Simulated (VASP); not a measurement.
# CaO (kat) (Fm-3m) in VASP: vibrations by perturbation theory with LDA

Aim: the vibrations by perturbation theory of CaO (kat) with LDA.

Program: VASP 6.6.1. These are calculated values, not measurements. Logs are shortened: lines on timing, memory, paths and dates and some standing lists are left out, and cuts for length are marked.

## (1) The cell of the first run

It takes space group Fm-3m (No. 225, cubic). Conventional cell: a = 4.795 Å, b = 4.795 Å, c = 4.795 Å, α = 90.00°, β = 90.00°, γ = 90.00°. Ca (site symmetry m-3m) has 6 O at 2.40 Å within 3.2 Å. O (site symmetry m-3m) has 6 Ca at 2.40 Å within 3.2 Å.

## (2) Vibrations by perturbation theory, LDA

Input file INCAR:

```
SYSTEM = CaO
ALGO = Normal
EDIFF = 1E-8
ENCUT = 520
GGA = CA
IBRION = 8
ISIF = 2
ISMEAR = 0
LASPH = .True.
LCHARG = .False.
LEPSILON = .True.
LREAL = .False.
LWAVE = .False.
NELM = 60
NSW = 1
PREC = Accurate
SIGMA = 0.01
```

Input file KPOINTS:

```
k-points
0
Gamma
  8 8 8
  0 0 0
```

Input file POSCAR:

```
CaO
1.0
    0.0000000000      2.3976771510      2.3976771510
    2.3976771510      0.0000000000      2.3976771510
    2.3976771510      2.3976771510      0.0000000000
Ca O
1 1
Direct
    0.0000000000      0.0000000000      0.0000000000
    0.5000000000      0.5000000000      0.5000000000
```

Potentials or basis: VASP PAW LDA potentials, release 64 (Ca_sv, O).

Launch:

```
cat potpaw_LDA.64/Ca_sv/POTCAR potpaw_LDA.64/O/POTCAR > POTCAR
mpirun -np 1 vasp_std > vasp.out
```

OUTCAR:

```text
SYSTEM = CaO
   EDIFF = 1E-8
   ENCUT = 520
   GGA = CA
   IBRION = 8
   ISIF = 2
   ISMEAR = 0
   LASPH = .True.
   LEPSILON = .True.
   LREAL = .False.
   NELM = 60
   NSW = 1
   PREC = Accurate

 ion  position               nearest neighbor table
   1  0.000  0.000  0.000-   2 2.40   2 2.40   2 2.40   2 2.40   2 2.40   2 2.40
   2  0.500  0.500  0.500-   1 2.40   1 2.40   1 2.40   1 2.40   1 2.40   1 2.40

  LATTYP: Found a face centered cubic cell.
 ALAT       =     4.7953543020

  Lattice vectors:

 A1 = (   0.0000000000,   2.3976771510,   2.3976771510)
 A2 = (   2.3976771510,   0.0000000000,   2.3976771510)
 A3 = (   2.3976771510,   2.3976771510,   0.0000000000)

Analysis of symmetry for initial positions (statically):
=====================================================================
 Subroutine PRICEL returns:
 Original cell was already a primitive cell.

 Routine SETGRP: Setting up the symmetry group for a
 face centered cubic supercell.

 Subroutine GETGRP returns: Found 48 space group operations
 (whereof 48 operations were pure point group operations)
 out of a pool of 48 trial point group operations.

The static configuration has the point symmetry O_h .

Analysis of symmetry for dynamics (positions and initial velocities):
=====================================================================
 Subroutine PRICEL returns:
 Original cell was already a primitive cell.

 Routine SETGRP: Setting up the symmetry group for a
 face centered cubic supercell.

 Subroutine GETGRP returns: Found 48 space group operations
 (whereof 48 operations were pure point group operations)
 out of a pool of 48 trial point group operations.

The dynamic configuration has the point symmetry O_h .

 Subroutine INISYM returns: Found 48 space group operations
 (whereof 48 operations are pure point group operations),
[... 593 lines left out ...]
     0.01832  0.00000  0.00000
     0.00000 -0.01051  0.00000
     0.00000  0.00000 -0.01051

 MACROSCOPIC STATIC DIELECTRIC TENSOR (including local field effects in DFT)
 ------------------------------------------------------
           3.853159    -0.000000    -0.000000
          -0.000000     3.853159    -0.000000
           0.000000    -0.000000     3.853159
 ------------------------------------------------------

 PIEZOELECTRIC TENSOR (including local field effects)  for field in x, y, z        (e  Angst)
          XX          YY          ZZ          XY          YZ          ZX
  --------------------------------------------------------------------------------
  x     0.00000     0.00000     0.00000     0.00000     0.00000     0.00000
  y     0.00000     0.00000     0.00000     0.00000     0.00000     0.00000
  z     0.00000     0.00000     0.00000     0.00000     0.00000     0.00000

 PIEZOELECTRIC TENSOR (including local field effects)  for field in x, y, z        (C/m^2)
          XX          YY          ZZ          XY          YZ          ZX
  --------------------------------------------------------------------------------
  x     0.00000     0.00000     0.00000     0.00000     0.00000     0.00000
  y     0.00000     0.00000     0.00000     0.00000     0.00000     0.00000
  z     0.00000     0.00000     0.00000     0.00000     0.00000     0.00000

 BORN EFFECTIVE CHARGES (including local field effects) (in |e|, cummulative output)
 ---------------------------------------------------------------------------------
 ion    1
    1     2.35678    -0.00000     0.00000
    2     0.00000     2.35678     0.00000
    3    -0.00000    -0.00000     2.35678
 ion    2
    1    -2.35678     0.00000    -0.00000
    2    -0.00000    -2.35678    -0.00000
    3     0.00000     0.00000    -2.35678

 INTERNAL STRAIN TENSOR FOR ION    2 for displacements in x,y,z  (eV/Angst):
          X           Y           Z          XY          YZ          ZX
  --------------------------------------------------------------------------------
  x     0.00000     0.00000     0.00000     0.00000     0.00000     0.00000
  y     0.00000     0.00000     0.00000     0.00000     0.00000     0.00000
  z     0.00000     0.00000     0.00000     0.00000     0.00000     0.00000

 SECOND DERIVATIVES (NOT SYMMETRIZED)
 ------------------------------------
               1X          1Y          1Z          2X          2Y          2Z
  1X    -2.803061    0.000000    0.000000    2.803061    0.000000    0.000000
  1Y     0.000000   -2.803061    0.000000    0.000000    2.803061    0.000000
  1Z     0.000000    0.000000   -2.803061    0.000000    0.000000    2.803061
  2X     2.761673    0.000000    0.000000   -2.761673    0.000000    0.000000
  2Y     0.000000    2.761673    0.000000    0.000000   -2.761673    0.000000
  2Z     0.000000    0.000000    2.761673    0.000000    0.000000   -2.761673

 Eigenvectors and eigenvalues of the dynamical matrix
 ----------------------------------------------------

   1 f  =    7.699262 THz    48.375893 2PiTHz  256.819753 cm-1    31.841577 meV
             X         Y         Z           dx          dy          dz
      0.000000  0.000000  0.000000     0.000000    0.536996    0.000000
      2.397677  2.397677  2.397677     0.000000   -0.843585    0.000000
[... 21 lines left out ...]
   6 f/i=    0.025941 THz     0.162991 2PiTHz    0.865293 cm-1     0.107283 meV
             X         Y         Z           dx          dy          dz
      0.000000  0.000000  0.000000     0.000000    0.000000    0.843585
      2.397677  2.397677  2.397677     0.000000    0.000000    0.536996

--------------------------------------------------------------------------------------------------------

 MACROSCOPIC STATIC DIELECTRIC TENSOR IONIC CONTRIBUTION
 ------------------------------------------------------
          13.103154     0.000000     0.000000
           0.000000    13.103154     0.000000
           0.000000     0.000000    13.103154
 ------------------------------------------------------

 ELASTIC MODULI CONTR FROM IONIC RELAXATION (kBar)
 Direction    XX          YY          ZZ          XY          YZ          ZX
 --------------------------------------------------------------------------------
 XX           0.0000      0.0000      0.0000      0.0000      0.0000      0.0000
 YY           0.0000      0.0000      0.0000      0.0000      0.0000      0.0000
 ZZ           0.0000      0.0000      0.0000      0.0000      0.0000      0.0000
 XY           0.0000      0.0000      0.0000      0.0000      0.0000      0.0000
 YZ           0.0000      0.0000      0.0000      0.0000      0.0000      0.0000
 ZX           0.0000      0.0000      0.0000      0.0000      0.0000      0.0000
 --------------------------------------------------------------------------------

 PIEZOELECTRIC TENSOR IONIC CONTR  for field in x, y, z        (C/m^2)
          XX          YY          ZZ          XY          YZ          ZX
  --------------------------------------------------------------------------------
  x     0.00000     0.00000     0.00000     0.00000     0.00000     0.00000
  y     0.00000     0.00000     0.00000     0.00000     0.00000     0.00000
  z     0.00000     0.00000     0.00000     0.00000     0.00000     0.00000
```

OSZICAR:

```text
N       E                     dE             d eps       ncg     rms          rms(c)
DAV:   1     0.127579554225E+03    0.12758E+03   -0.88073E+03   696   0.137E+03
[... 280 lines left out ...]
RMM:   9    -0.356914487549E+00   -0.20946E-05    0.17316E-06  3176   0.175E-03    0.660E-05
RMM:  10    -0.356914701187E+00   -0.21364E-06    0.22193E-06  3237   0.748E-04    0.302E-05
RMM:  11    -0.356914919609E+00   -0.21842E-06    0.10719E-06  3261   0.343E-04    0.175E-05
RMM:  12    -0.356915143929E+00   -0.22432E-06    0.95056E-08  3139   0.175E-04    0.515E-06
RMM:  13    -0.356915120137E+00    0.23792E-07    0.38800E-07  3319   0.866E-05    0.286E-06
RMM:  14    -0.356915145455E+00   -0.25318E-07   -0.44056E-08  3189   0.467E-05    0.199E-06
RMM:  15    -0.356915143853E+00    0.16025E-08    0.57076E-08  3234   0.274E-05    0.853E-07
 Linear response finished
```

It took 3 min on 1 thread of Intel Xeon 6975P-C (Granite Rapids), shared host; peak memory 0.19 GiB.

Results:

```yaml
Electronic_dielectric_tensor_diagonal: 3.85
Born_charges_mean_of_the_diagonal: Ca +2.36; O -2.36 e
Highest_phonon_frequency_at_Γ_LO-TO_splitting_left_out: 257 cm⁻¹
```

Phonon frequencies in cm⁻¹ (negative: imaginary):
| q point | frequencies |
| --- | --- |
| (0.000, 0.000, 0.000) | -1 -1 -1 257 257 257 |

Electronic dielectric tensor:
```
3.85 0.00 0.00
0.00 3.85 0.00
0.00 0.00 3.85
```

Born effective charge tensors (e):
atom 1, Ca
```
2.36 0.00 0.00
0.00 2.36 0.00
0.00 0.00 2.36
```
atom 2, O
```
-2.36  0.00  0.00
 0.00 -2.36  0.00
 0.00  0.00 -2.36
```

Caveat: the cell wasn't relaxed at this level first, which shifts response properties.
